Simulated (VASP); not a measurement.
Runs of VASP 6.6.1 on RbNa2. The structure is that of space group P4/mmm (No. 123), or close to it. The cells are those of the table. 

```tsv
task	cell	k mesh	cutoff (eV)	gap on the mesh (eV)	pressure (GPa)	largest force (eV/Å)
single point	a = 4.174, b = 4.174, c = 9.842 Å, 3 atoms	6 × 6 × 4	520	none	0.1	-
relaxation of cell and atoms	relaxed from a = 3.327, b = 3.327, c = 6.897 Å, 3 atoms	6 × 6 × 4	600	none	0.0	0.04
single point	a = 3.327, b = 3.327, c = 6.897 Å, 3 atoms	6 × 6 × 4	520	none	15.3	(a)
single point	a = 4.086, b = 4.086, c = 10.231 Å, 3 atoms	12 × 12 × 6	520	none	0.0	-
```

Alike in all rows: level PBE; potentials or basis VASP PAW PBE potentials, release 64 (Rb_sv, Na_pv); no spin polarisation; smearing gaussian 0.1 eV.

Problem. Estimate the missing entries.

Solution. (a) 1.57.

Caveats: forces of over 1 eV/Å act on the atoms, so gaps and moduli don't describe the material at rest (some runs).

A k mesh can miss the band edges, and the runs leave out spin-orbit coupling on Rb.

A gap of «none» marks levels without a gap at the run's occupations.
